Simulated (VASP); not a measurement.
Set up this calculation in VASP 6.6.1, as the native input.

```
Task                   : single point
Functional             : PBE
Potentials or basis    : VASP PAW PBE potentials, release 64 (Si, N)
Cutoff                 : 520 eV
k mesh                 : 7 × 7 × 7
Occupations            : fermi-dirac, width 0.05 eV
Spin                   : no spin polarisation
Dipole correction      : no
Further INCAR settings : ALGO = Normal; EDIFF = 1e-06; NBANDS = 25
```

The structure of Si3N4 lies in POSCAR:

```
Si3N4
1.0
    4.0749518050      0.0000000000      0.0000000000
    0.0000000000      4.0749518050      0.0000000000
    0.0000000000      0.0000000000      4.0749518050
Si N
3 4
Direct
    0.0000000000      0.0000000000      0.5000000000
    0.5000000000      0.0000000000      0.0000000000
    0.0000000000      0.5000000000      0.0000000000
    0.2395200000      0.2395200000      0.7604800000
    0.7604800000      0.7604800000      0.7604800000
    0.2395200000      0.7604800000      0.2395200000
    0.7604800000      0.2395200000      0.2395200000
```

One way to write it, as run:

INCAR

```
SYSTEM = Si3N4
ALGO = Normal
EDIFF = 1E-6
ENCUT = 520
GGA = PE
ISIF = 2
ISMEAR = -1
LASPH = .TRUE.
LCHARG = .TRUE.
LELF = .TRUE.
LREAL = .FALSE.
LVHAR = .TRUE.
LWAVE = .FALSE.
NBANDS = 25
NELM = 100
PREC = Accurate
SIGMA = 0.05
```

KPOINTS

```
k-points
0
G
  7 7 7
  0 0 0
```

Potentials or basis: VASP PAW PBE potentials, release 64 (Si, N).

Command:

```bash
$ cat potpaw_PBE.64/Si/POTCAR potpaw_PBE.64/N/POTCAR > POTCAR
$ mpirun -np 1 vasp_std > vasp.out
```

Results of the run:

| Quantity | Value |
| --- | --- |
| Pressure | 10.4 GPa |
| Largest force | 0.357 eV/Å |
| Band gap on the k mesh | 2.79 eV (least direct gap 2.97 eV) |

Caveat: the cell stands under pressure; an odd mesh through Γ misses points on the zone boundary, where band edges can lie.

It took 17 s on 1 thread of AMD EPYC 9R45 96-Core Processor (Zen 5) (shared host), peak memory 0.14 GiB.
